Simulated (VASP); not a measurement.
# Ge3Te2S (P6/mmm) in VASP: single point with PBE

Aim: the single point of Ge3Te2S with PBE.

All numbers are computed with VASP 6.6.1; they aren't measurements. Logs are shortened: lines on timing, memory, paths and dates and some standing lists are left out, and cuts for length are marked.

### 1 The cell of the first run

Symmetry: P6/mmm, No. 191, hexagonal system. The conventional cell has a = 5.409 Å, b = 5.409 Å, c = 5.762 Å, α = 90.00°, β = 90.00°, γ = 120.00°. Within 3.8 Å of Ge (site symmetry -6m2) lie 2 Te at 2.88 Å and 3 Ge at 3.12 Å and 3 S at 3.12 Å. Within 3.8 Å of Ge (site symmetry 6/mmm) lie 2 S at 2.88 Å and 6 Te at 3.12 Å. Within 3.8 Å of Te (site symmetry -6m2) lie 5 Ge at 2.88 to 3.12 Å and 3 Te at 3.12 Å. Within 3.8 Å of S (site symmetry 6/mmm) lie 8 Ge at 2.88 to 3.12 Å.

The cell was built from a structure type or drawn by symmetry, and may not be a known phase.

### 2 Single point, PBE

INCAR

```
SYSTEM = Ge3Te2S
PREC = Accurate ; ENCUT = 520
EDIFF = 1E-6 ; ISMEAR = 0
SIGMA = 0.1 ; LREAL = .False.
LASPH = .True. ; NELM = 80
ALGO = Normal ; ISIF = 2
LWAVE = .False. ; LCHARG = .True.
GGA = PE ; LELF = .True.
LVHAR = .True. ; NBANDS = 39
```

KPOINTS

```
Automatic mesh
0
Gamma
  12 12 8
  0 0 0
```

POSCAR

```
Ge3Te2S
1.0
    5.4089280438      0.0000000000      0.0000000000
   -2.7044640219      4.6842690932      0.0000000000
    0.0000000000      0.0000000000      5.7623683156
Ge Te S
3 2 1
Direct
    0.3333333333      0.6666666667      0.0000000000
    0.6666666667      0.3333333333      0.0000000000
    0.0000000000      0.0000000000      0.5000000000
    0.3333333333      0.6666666667      0.5000000000
    0.6666666667      0.3333333333      0.5000000000
    0.0000000000      0.0000000000      0.0000000000
```

Potentials or basis: VASP PAW PBE potentials, release 64 (Ge_d, Te, S).

Started as:

```sh
$ cat potpaw_PBE.64/Ge_d/POTCAR potpaw_PBE.64/Te/POTCAR potpaw_PBE.64/S/POTCAR > POTCAR
$ mpirun -np 1 vasp_std > vasp.out
```

OUTCAR:

```text
SYSTEM = Ge3Te2S
   PREC = Accurate
   ENCUT = 520
   EDIFF = 1E-6
   ISMEAR = 0
   LREAL = .False.
   LASPH = .True.
   NELM = 80
   ISIF = 2
   GGA = PE

 ion  position               nearest neighbor table
   1  0.333  0.667  0.000-   4 2.88   4 2.88
   2  0.667  0.333  0.000-   5 2.88   5 2.88
   3  0.000  0.000  0.500-   4 3.12   5 3.12   5 3.12   4 3.12   5 3.12   4 3.12
   4  0.333  0.667  0.500-   1 2.88   1 2.88   3 3.12   5 3.12   5 3.12   3 3.12   3 3.12   5 3.12

   5  0.667  0.333  0.500-   2 2.88   2 2.88   3 3.12   4 3.12   4 3.12   3 3.12   3 3.12   4 3.12

   6  0.000  0.000  0.000-

  LATTYP: Found a hexagonal cell.
 ALAT       =     5.4089280438
 C/A-ratio  =     1.0653438665

  Lattice vectors:

 A1 = (   5.4089280438,   0.0000000000,   0.0000000000)
 A2 = (  -2.7044640219,   4.6842690932,   0.0000000000)
 A3 = (   0.0000000000,   0.0000000000,   5.7623683156)

Analysis of symmetry for initial positions (statically):
=====================================================================
 Subroutine PRICEL returns:
 Original cell was already a primitive cell.

 Routine SETGRP: Setting up the symmetry group for a
 hexagonal supercell.

 Subroutine GETGRP returns: Found 24 space group operations
 (whereof 24 operations were pure point group operations)
 out of a pool of 24 trial point group operations.

The static configuration has the point symmetry D_6h.

Analysis of symmetry for dynamics (positions and initial velocities):
=====================================================================
 Subroutine PRICEL returns:
 Original cell was already a primitive cell.

 Routine SETGRP: Setting up the symmetry group for a
 hexagonal supercell.

 Subroutine GETGRP returns: Found 24 space group operations
 (whereof 24 operations were pure point group operations)
 out of a pool of 24 trial point group operations.

The dynamic configuration has the point symmetry D_6h.

 Subroutine INISYM returns: Found 24 space group operations
 (whereof 24 operations are pure point group operations),
 and found     1 'primitive' translations

----------------------------------------------------------------------------------------

                                     Primitive cell

  volume of cell :     146.0004

  direct lattice vectors                    reciprocal lattice vectors
[... 96 lines left out ...]
   LREAL  =      F    real-space projection
   EDIFFG = 0.1E-04   stopping-criterion for IOM
   NSW    =      0    number of steps for IOM
   IBRION =     -1    ionic relax: 0-MD 1-quasi-New 2-CG
   NFREE  =      0    steps in history (QN), initial steepest desc. (CG)
   ISIF   =      2    stress and relaxation
   ISYM   =      2    0-nonsym 1-usesym 2-fastsym
   POTIM  = 0.5000    time-step for ionic-motion
   TEBEG  =    0.0;   TEEND  =   0.0 temperature during run
   PSTRESS=    0.0 pullay stress
   NELECT =      60.0000    total number of electrons
   NUPDOWN=      -1.0000    fix difference up-down
   EMIN   =  10.00;   EMAX   =-10.00  energy-range for DOS
   EFERMI =   0.00;   METHOD = LEGACY
   ISMEAR =     0;   SIGMA  =   0.10  broadening in eV -4-tet -1-fermi 0-gaus
   EFERMI_NEDOS =   21; number of points for ismear=-14 and -15
   IALGO  =     38    algorithm
   IMIX   =      4    mixing-type and parameters
     AMIX     =   0.40;   BMIX     =  1.00
     AMIX_MAG =   1.60;   BMIX_MAG =  1.00
  volume/ion in A,a.u.               =      24.33       164.21
  Fermi-wavevector in a.u.,A,eV,Ry     =   1.217140  2.300061 20.156078  1.481430
  Thomas-Fermi vector in A             =   2.352470
   LORBIT       =      0    0 simple, 1 ext, 2 COOP (PROOUT), +10 PAW based schemes
   GGA     = PE    functional components
   LHFCALC =     F    Hartree Fock is set to
   AEXX    =    0.0000 exact exchange contribution
   IVDW    =     0    specifies the selected vdW correction
   LEPSILON=     F    determine dielectric tensor
   LRPA    =     F    only Hartree local field effects (RPA)
 non-spin polarized calculation
 Gauss-broadening in eV      SIGMA  =   0.10
  energy-cutoff  :      520.00
  volume of cell :      146.00
 maximum number of plane-waves:      3963
   NGX = 21   NGY = 21   NGZ = 21

 number of electron      60.0000002 magnetization

 Free energy of the ion-electron system (eV)
  ---------------------------------------------------
  ext. energy  EPLUGINS =         0.00000000
  ---------------------------------------------------
  free energy    TOTEN  =       -22.32721049 eV

  energy without entropy =      -22.30980739  energy(sigma->0) =      -22.31850894

 E-fermi :   6.0748     XC(G=0): -10.0815

 val. band max:        6.0657795551   @ k =   0.4167   0.1667   0.1250
 cond. band min:       6.0794818657   @ k =   0.4167  -0.0000   0.5000
 fundamental gap:      0.0137023106
 Fermi energy:         6.0748408756

 k-point     1 :       0.0000    0.0000    0.0000
  band No.  band energies     occupation
      1     -18.8584      2.00000
      2     -18.8476      2.00000
      3     -18.8476      2.00000
      4     -18.8285      2.00000
      5     -18.8285      2.00000
      6     -18.7839      2.00000
[... 997 lines left out ...]
     38      10.6488      0.00000
     39      10.9702      0.00000

 [... further k-points ...]

------------------------ aborting loop because EDIFF is reached ----------------------------------------

  FORCE on cell =-STRESS in cart. coord.  units (eV):
  Direction    XX          YY          ZZ          XY          YZ          ZX
  --------------------------------------------------------------------------------------
  -------------------------------------------------------------------------------------
  Total       -0.0526364     -0.0526364     -0.0269710      0.0000000      0.0000000      0.0000000
  in kB       -0.5776206     -0.5776206     -0.2959738      0.0000000      0.0000000      0.0000000
  external PRESSURE =      -0.4837384 kB  Pullay stress =       0.0000000 kB

 VOLUME and BASIS-vectors are now :
 -----------------------------------------------------------------------------
  energy-cutoff  :      520.00
  volume of cell :      146.00
      direct lattice vectors                 reciprocal lattice vectors
     5.408928044  0.000000000  0.000000000     0.184879516  0.106740238  0.000000000
    -2.704464022  4.684269093  0.000000000     0.000000000  0.213480477  0.000000000
     0.000000000  0.000000000  5.762368316     0.000000000  0.000000000  0.173539757

 POSITION                                       TOTAL-FORCE (eV/Angst)
 -----------------------------------------------------------------------------------
     -0.00000      3.12285      0.00000         0.000000      0.000000     -0.000000
      2.70446      1.56142      0.00000        -0.000000      0.000000     -0.000000
      0.00000      0.00000      2.88118         0.000000      0.000000     -0.000000
     -0.00000      3.12285      2.88118        -0.000000      0.000000     -0.000000
      2.70446      1.56142      2.88118         0.000000      0.000000      0.000000
      0.00000      0.00000      0.00000         0.000000      0.000000     -0.000000
 -----------------------------------------------------------------------------------
    total drift:                                0.000000     -0.000000     -0.000000

  FREE ENERGIE OF THE ION-ELECTRON SYSTEM (eV)
  ---------------------------------------------------
  free  energy   TOTEN  =       -22.3272104871 eV

  energy  without entropy=      -22.3098073909  energy(sigma->0) =      -22.31850894
```

It took 8.2 min on 1 thread of Intel Xeon Platinum 8259CL at 2.50GHz (Skylake/Cascade Lake), shared host; peak memory 0.57 GiB.

Results:

```yaml
Free_energy: -22.3272 eV
Pressure: 0.0 GPa
Band_gap_on_the_k_mesh: zero (bands 30 and 31 overlap by 2.26 eV)
```

Levels at points of the mesh, in eV from the Fermi level:
| k point | band 27 | band 28 | band 29 | band 30 | band 31 | band 32 | band 33 | band 34 |
| --- | --- | --- | --- | --- | --- | --- | --- | --- |
| (0.00, 0.00, 0.00) | -2.88 | -2.80 | -1.89 | -1.89 | -0.85 | -0.85 | 3.91 | 4.41 |
| (0.50, 0.00, 0.00) | -1.82 | -1.78 | -0.24 | 0.46 | 0.67 | 1.16 | 2.35 | 2.56 |
| (0.00, 0.00, 0.50) | -3.00 | -2.08 | -1.88 | -1.67 | -1.67 | 0.80 | 1.07 | 1.91 |
| (0.50, 0.00, 0.50) | -0.81 | -0.57 | -0.43 | -0.08 | 0.48 | 0.74 | 0.86 | 1.43 |

Caveat: spin-orbit coupling is left out, which moves the levels of the heavy elements.
